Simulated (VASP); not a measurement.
# GaAsSe3 (P6_3/mmc) in VASP: a series of runs

The runs below take GaAsSe3 through single point, relaxation of cell and atoms, with PBE.

Everything below comes from runs of VASP 6.6.1. Logs are shortened: lines on timing, memory, paths and dates and some standing lists are left out, and cuts for length are marked.

### 1 The cell of the first run

The structure is hexagonal, space group P6_3/mmc (No. 194). The conventional cell has a = 5.910 Å, b = 5.910 Å, c = 7.666 Å, α = 90.00°, β = 90.00°, γ = 120.00°. Ga (site symmetry -3m) has 6 Se at 2.65 Å within 3.5 Å. As (site symmetry -6m2) has 6 Se at 2.96 Å within 3.9 Å. Se (site symmetry mm2) has 2 Ga at 2.65 Å and 4 Se at 2.74 to 3.17 Å and 2 As at 2.96 Å within 3.5 Å.

### 2 Single point, PBE

INCAR reads:

```
SYSTEM = GaAsSe3
PREC = Accurate
ENCUT = 520
EDIFF = 1E-6
ISMEAR = 0
SIGMA = 0.15
LREAL = .FALSE.
LASPH = .TRUE.
NELM = 80
ALGO = Normal
ISIF = 2
LWAVE = .FALSE.
LCHARG = .FALSE.
GGA = PE
NBANDS = 47
```

KPOINTS reads:

```
regular mesh
0
G
  2 2 2
  0 0 0
```

POSCAR reads:

```
GaAsSe3
1.0
    5.9096684020      0.0000000000      0.0000000000
   -2.9548342010      5.1179229641      0.0000000000
    0.0000000000      0.0000000000      7.6655925919
Ga As Se
2 2 6
Direct
    0.0000000000      0.0000000000      0.0000000000
    0.0000000000      0.0000000000      0.5000000000
    0.3333333333      0.6666666667      0.2500000000
    0.6666666667      0.3333333333      0.7500000000
    0.1787221118      0.8212778882      0.7500000000
    0.3574442236      0.1787221118      0.2500000000
    0.1787221118      0.3574442236      0.7500000000
    0.8212778882      0.1787221118      0.2500000000
    0.6425557764      0.8212778882      0.7500000000
    0.8212778882      0.6425557764      0.2500000000
```

Potentials or basis: VASP PAW PBE potentials, release 64 (Ga_d, As, Se).

The run is started by

```
$ cat potpaw_PBE.64/Ga_d/POTCAR potpaw_PBE.64/As/POTCAR potpaw_PBE.64/Se/POTCAR > POTCAR
$ mpirun -np 1 vasp_std > vasp.out
```

OUTCAR:

```text
SYSTEM = GaAsSe3
   PREC = Accurate
   ENCUT = 520
   EDIFF = 1E-6
   ISMEAR = 0
   LREAL = .FALSE.
   LASPH = .TRUE.
   NELM = 80
   ISIF = 2
   GGA = PE

 ion  position               nearest neighbor table
   1  0.000  0.000  0.000-   5 2.65   6 2.65   8 2.65   9 2.65   7 2.65  10 2.65
   2  0.000  0.000  0.500-   5 2.65   6 2.65   8 2.65   9 2.65   7 2.65  10 2.65
   3  0.333  0.667  0.250-
   4  0.667  0.333  0.750-
   5  0.179  0.821  0.750-   1 2.65   2 2.65   9 2.74   7 2.74
   6  0.357  0.179  0.250-   1 2.65   2 2.65   8 2.74  10 2.74
   7  0.179  0.357  0.750-   1 2.65   2 2.65   5 2.74   9 2.74
   8  0.821  0.179  0.250-   1 2.65   2 2.65   6 2.74  10 2.74
   9  0.643  0.821  0.750-   1 2.65   2 2.65   5 2.74   7 2.74
  10  0.821  0.643  0.250-   1 2.65   2 2.65   6 2.74   8 2.74

  LATTYP: Found a hexagonal cell.
 ALAT       =     5.9096684020
 C/A-ratio  =     1.2971273632

  Lattice vectors:

 A1 = (   5.9096684020,   0.0000000000,   0.0000000000)
 A2 = (  -2.9548342010,   5.1179229641,   0.0000000000)
 A3 = (   0.0000000000,   0.0000000000,   7.6655925919)

Analysis of symmetry for initial positions (statically):
=====================================================================
 Subroutine PRICEL returns:
 Original cell was already a primitive cell.

 Routine SETGRP: Setting up the symmetry group for a
 hexagonal supercell.

 Subroutine GETGRP returns: Found 24 space group operations
 (whereof 12 operations were pure point group operations)
 out of a pool of 24 trial point group operations.

The static configuration has the point symmetry D_3d.
 The point group associated with its full space group is D_6h.

Analysis of symmetry for dynamics (positions and initial velocities):
=====================================================================
 Subroutine PRICEL returns:
 Original cell was already a primitive cell.

 Routine SETGRP: Setting up the symmetry group for a
 hexagonal supercell.

 Subroutine GETGRP returns: Found 24 space group operations
 (whereof 12 operations were pure point group operations)
 out of a pool of 24 trial point group operations.

The dynamic configuration has the point symmetry D_3d.
 The point group associated with its full space group is D_6h.

 Subroutine INISYM returns: Found 24 space group operations
 (whereof 12 operations are pure point group operations),
 and found     1 'primitive' translations

----------------------------------------------------------------------------------------

                                     Primitive cell

[... 97 lines left out ...]
   NUPDOWN=      -1.0000    fix difference up-down
   EMIN   =  10.00;   EMAX   =-10.00  energy-range for DOS
   EFERMI =   0.00;   METHOD = LEGACY
   ISMEAR =     0;   SIGMA  =   0.15  broadening in eV -4-tet -1-fermi 0-gaus
   EFERMI_NEDOS =   21; number of points for ismear=-14 and -15
   IALGO  =     38    algorithm
   IMIX   =      4    mixing-type and parameters
     AMIX     =   0.40;   BMIX     =  1.00
     AMIX_MAG =   1.60;   BMIX_MAG =  1.00
  volume/ion in A,a.u.               =      23.18       156.46
  Fermi-wavevector in a.u.,A,eV,Ry     =   1.108625  2.094998 16.722242  1.229050
  Thomas-Fermi vector in A             =   2.245155
   LORBIT       =      0    0 simple, 1 ext, 2 COOP (PROOUT), +10 PAW based schemes
   GGA     = PE    functional components
   LHFCALC =     F    Hartree Fock is set to
   AEXX    =    0.0000 exact exchange contribution
   IVDW    =     0    specifies the selected vdW correction
   LEPSILON=     F    determine dielectric tensor
   LRPA    =     F    only Hartree local field effects (RPA)
 non-spin polarized calculation
 Gauss-broadening in eV      SIGMA  =   0.15
  energy-cutoff  :      520.00
  volume of cell :      231.85
 maximum number of plane-waves:      6250
 NGX is ok and might be reduce to    48
   NGX = 21   NGY = 21   NGZ = 29

 number of electron      72.0000032 magnetization

 Free energy of the ion-electron system (eV)
  ---------------------------------------------------
  ext. energy  EPLUGINS =         0.00000000
  ---------------------------------------------------
  free energy    TOTEN  =       -34.60044561 eV

  energy without entropy =      -34.53148643  energy(sigma->0) =      -34.56596602

 E-fermi :   4.0843     XC(G=0):  -9.7040

 val. band max:        3.9932419335   @ k =   0.5000   0.0000   0.0000
 cond. band min:       4.1256644249   @ k =   0.0000   0.0000   0.0000
 fundamental gap:      0.1324224913
 Fermi energy:         4.0843170897

 k-point     1 :       0.0000    0.0000    0.0000
  band No.  band energies     occupation
      1     -11.6378      2.00000
      2     -11.1444      2.00000
      3     -11.1412      2.00000
      4     -11.1412      2.00000
      5     -11.0135      2.00000
      6     -11.0135      2.00000
[... 189 lines left out ...]
     46       8.3066      0.00000
     47       8.8350      0.00000

------------------------ aborting loop because EDIFF is reached ----------------------------------------

  FORCE on cell =-STRESS in cart. coord.  units (eV):
  Direction    XX          YY          ZZ          XY          YZ          ZX
  --------------------------------------------------------------------------------------
  -------------------------------------------------------------------------------------
  Total        0.3112261      0.3112261      0.3097259      0.0000000      0.0000000      0.0000000
  in kB        2.1507206      2.1507206      2.1403537      0.0000000      0.0000000      0.0000000
  external PRESSURE =       2.1472650 kB  Pullay stress =       0.0000000 kB

 VOLUME and BASIS-vectors are now :
 -----------------------------------------------------------------------------
  energy-cutoff  :      520.00
  volume of cell :      231.85
      direct lattice vectors                 reciprocal lattice vectors
     5.909668402  0.000000000  0.000000000     0.169214232  0.097695882  0.000000000
    -2.954834201  5.117922964  0.000000000     0.000000000  0.195391765  0.000000000
     0.000000000  0.000000000  7.665592592     0.000000000  0.000000000  0.130453059

 POSITION                                       TOTAL-FORCE (eV/Angst)
 -----------------------------------------------------------------------------------
      0.00000      0.00000      0.00000         0.000000     -0.000000     -0.000000
      0.00000      0.00000      3.83280         0.000000     -0.000000     -0.000000
     -0.00000      3.41195      1.91640         0.000000     -0.000000      0.000000
      2.95483      1.70597      5.74919         0.000000     -0.000000     -0.000000
     -1.37055      4.20324      5.74919         0.025156     -0.014524     -0.000000
      1.58428      0.91469      1.91640         0.025156      0.014524      0.000000
      0.00000      1.82937      5.74919         0.000000      0.029048     -0.000000
      4.32539      0.91469      1.91640        -0.025156      0.014524     -0.000000
      1.37055      4.20324      5.74919        -0.025156     -0.014524     -0.000000
      2.95483      3.28855      1.91640        -0.000000     -0.029048      0.000000
 -----------------------------------------------------------------------------------
    total drift:                                0.000000     -0.000000      0.000000

  FREE ENERGIE OF THE ION-ELECTRON SYSTEM (eV)
  ---------------------------------------------------
  free  energy   TOTEN  =       -34.6004456130 eV

  energy  without entropy=      -34.5314864282  energy(sigma->0) =      -34.56596602
```

OSZICAR:

```text
N       E                     dE             d eps       ncg     rms          rms(c)
DAV:   1     0.631109599901E+03    0.63111E+03   -0.30245E+04   412   0.169E+03
DAV:   2     0.719809903520E+02   -0.55913E+03   -0.53491E+03   408   0.469E+02
DAV:   3    -0.285315203067E+02   -0.10051E+03   -0.97131E+02   466   0.147E+02
DAV:   4    -0.347502871022E+02   -0.62188E+01   -0.60696E+01   480   0.384E+01
DAV:   5    -0.349210590354E+02   -0.17077E+00   -0.16969E+00   489   0.589E+00    0.101E+01
DAV:   6    -0.346135312115E+02    0.30753E+00   -0.58209E-01   546   0.770E+00    0.576E+00
DAV:   7    -0.345988069787E+02    0.14724E-01   -0.21228E-01   426   0.183E+00    0.153E+00
DAV:   8    -0.346005137917E+02   -0.17068E-02   -0.24420E-02   472   0.748E-01    0.214E-01
DAV:   9    -0.346003917680E+02    0.12202E-03   -0.16892E-03   473   0.248E-01    0.113E-01
DAV:  10    -0.346004313952E+02   -0.39627E-04   -0.63935E-04   504   0.164E-01    0.329E-02
DAV:  11    -0.346004431887E+02   -0.11793E-04   -0.75464E-05   473   0.683E-02    0.137E-02
DAV:  12    -0.346004451946E+02   -0.20058E-05   -0.13223E-05   528   0.221E-02    0.594E-03
DAV:  13    -0.346004456130E+02   -0.41843E-06   -0.38922E-06   354   0.158E-02
   1 F= -.34600446E+02 E0= -.34565966E+02  d E =-.689592E-01
```

It took 33 s on 1 thread of Intel Xeon 6975P-C (Granite Rapids), shared host; peak memory 0.37 GiB.

What came out:

- Free energy: -34.6004 eV
- Pressure: 0.2 GPa
- Largest force: 0.029 eV/Å
- Band gap on the k mesh: zero (band 36 reaches 4.80 eV, above the bottom of band 37 at 3.94 eV)

Forces in eV/Å, atoms in the order of the input:
```
Ga   0.000  0.000  0.000
Ga   0.000  0.000  0.000
As   0.000  0.000  0.000
As   0.000  0.000  0.000
Se   0.025 -0.015  0.000
Se   0.025  0.015  0.000
Se   0.000  0.029  0.000
Se  -0.025  0.015  0.000
Se  -0.025 -0.015  0.000
Se   0.000 -0.029  0.000
```

Levels at points of the mesh, in eV from the Fermi level:
```tsv
k point	band 31	band 32	band 33	band 34	band 35	band 36	band 37	band 38
(0.00, 0.00, 0.00)	-1.41	-0.84	0.04	0.57	0.57	0.61	0.82	1.06
(0.50, 0.00, 0.00)	-2.36	-2.20	-1.73	-1.36	-0.44	-0.15	-0.09	0.50
(0.00, 0.00, 0.50)	-0.33	-0.33	0.45	0.45	0.71	0.71	0.81	0.81
(0.50, 0.00, 0.50)	-1.97	-1.97	-1.85	-1.85	-0.36	-0.36	-0.14	-0.14
```

Caveat: the k points lie up to 0.61 Å⁻¹ apart.

### 3 Relaxation of cell and atoms, PBE

This run uses another cell than the first one, of 24.31 Å³/atom, 1.049 times its volume.

INCAR reads:

```
  ALGO = Normal
  EDIFF = 1E-7
  EDIFFG = -0.08
  ENCUT = 600
  GGA = PE
  IBRION = 2
  ISIF = 3
  ISMEAR = 0
  LASPH = T
  LCHARG = F
  LREAL = F
  LWAVE = F
  NELM = 80
  NSW = 36
  PREC = Accurate
  SIGMA = 0.15
```

KPOINTS reads:

```
k-points
0
Gamma
  2 2 2
```

POSCAR reads:

```
GaAsSe3
1.0
    6.9564779200      0.0000000000      0.0000000000
   -3.4782389600      6.0244866000      0.0000000000
    0.0000000000      0.0000000000      5.8004904700
Ga As Se
2 2 6
Direct
    0.0000000000      0.0000000000      0.0000000000
    0.0000000000      0.0000000000      0.5000000000
    0.3333333300      0.6666666700      0.2500000000
    0.6666666700      0.3333333300      0.7500000000
    0.1690000100      0.8309999900      0.7500000000
    0.3380000300      0.1690000100      0.2500000000
    0.1690000100      0.3380000300      0.7500000000
    0.8309999900      0.1690000100      0.2500000000
    0.6619999700      0.8309999900      0.7500000000
    0.8309999900      0.6619999700      0.2500000000
```

Potentials or basis: VASP PAW PBE potentials, release 64 (Ga_d, As, Se).

The run is started by

```
$ cat potpaw_PBE.64/Ga_d/POTCAR potpaw_PBE.64/As/POTCAR potpaw_PBE.64/Se/POTCAR > POTCAR
$ mpirun -np 1 vasp_std > vasp.out
```

Run time: 9.8 min. Hardware: 1 thread of Intel Xeon 6975P-C (Granite Rapids), shared host; peak memory 0.43 GiB.

It converged, with:

| Item | Value |
| --- | --- |
| Free energy | -34.5931 eV |
| Relaxed volume | 23.33 Å³/atom |
| Relaxed cell | a = 5.923 Å, b = 5.923 Å, c = 7.678 Å, α = 90.00°, β = 90.00°, γ = 120.00° |
| Space group after relaxing (to 0.05 Å) | P6_3/mmc (No. 194) |
| Energy gained by relaxing | 334.1 meV/atom |
| Ionic steps | 17 |
| Pressure after relaxing | -0.2 GPa |
| Largest force after relaxing | 0.077 eV/Å |
| Band gap on the k mesh | zero (band 36 reaches 4.74 eV, above the bottom of band 37 at 3.88 eV) |

Forces in eV/Å, atoms in the order of the input:
```
Ga   0.000  0.000  0.000
Ga   0.000  0.000  0.000
As   0.000  0.000  0.000
As   0.000  0.000  0.000
Se  -0.067  0.039  0.000
Se  -0.067 -0.039  0.000
Se   0.000 -0.077  0.000
Se   0.067 -0.039  0.000
Se   0.067  0.039  0.000
Se   0.000  0.077  0.000
```

Stress tensor (GPa, compression positive):
```
-0.21  0.00  0.00
 0.00 -0.21  0.00
 0.00  0.00 -0.08
```

The path:
| step | energy change (eV) | largest force (eV/Å) | pressure (GPa) | volume (Å³) |
| --- | --- | --- | --- | --- |
| 1 | 0.0000 | 1.0497 | -0.60 | 243.09 |
| 2 | -0.5929 | 0.4871 | -1.78 | 239.73 |
| 3 | -1.7930 | 0.5673 | -2.27 | 228.03 |
| 4 | 11.2480 | 17.6101 | 40.55 | 198.53 |
| 5 | -1.9430 | 0.2359 | -1.69 | 227.31 |
| 6 | -1.5397 | 2.7776 | 5.28 | 213.75 |
| 7 | -2.1410 | 0.6100 | -1.25 | 224.08 |
| 8 | -2.1725 | 0.8843 | -0.62 | 221.98 |
| 9 | -2.6530 | 1.1377 | 2.93 | 214.84 |
| 10 | -2.6512 | 1.4229 | 4.76 | 212.25 |
| 11 | -2.6698 | 1.2999 | 3.92 | 213.36 |
| 12 | -3.0678 | 0.8762 | 3.61 | 219.03 |
| 13 | -3.1271 | 0.1706 | 3.15 | 228.02 |
| 14 | -3.1964 | 0.2539 | 3.04 | 225.47 |
| 15 | -3.1926 | 0.5939 | 3.23 | 222.31 |
| 16 | -3.2098 | 0.4115 | 3.09 | 224.08 |
| 17 | -3.3406 | 0.0773 | -0.16 | 233.30 |

Final structure:
```
CELL_PARAMETERS angstrom
5.92320 0.00000 0.00000
-2.96160 5.12964 0.00000
0.00000 0.00000 7.67834
ATOMIC_POSITIONS crystal
Ga 0.00000 0.00000 0.00000
Ga 0.00000 0.00000 0.50000
As 0.33333 0.66667 0.25000
As 0.66667 0.33333 0.75000
Se 0.17945 0.82055 0.75000
Se 0.35890 0.17945 0.25000
Se 0.17945 0.35890 0.75000
Se 0.82055 0.17945 0.25000
Se 0.64110 0.82055 0.75000
Se 0.82055 0.64110 0.25000
```

Levels at points of the mesh, in eV from the Fermi level:
| k point | band 32 | band 33 | band 34 | band 35 | band 36 | band 37 |
| --- | --- | --- | --- | --- | --- | --- |
| (0.00, 0.00, 0.00) | -0.83 | 0.04 | 0.58 | 0.58 | 0.62 | 0.82 |
| (0.50, 0.00, 0.00) | -2.20 | -1.72 | -1.35 | -0.43 | -0.15 | -0.09 |
| (0.00, 0.00, 0.50) | -0.35 | 0.43 | 0.43 | 0.72 | 0.72 | 0.81 |
| (0.50, 0.00, 0.50) | -1.93 | -1.84 | -1.84 | -0.36 | -0.36 | -0.14 |

Caveat: the k points lie up to 0.61 Å⁻¹ apart in the final cell; the relaxation stopped at a loose force limit of 0.08 eV/Å, so its end isn't a converged minimum.
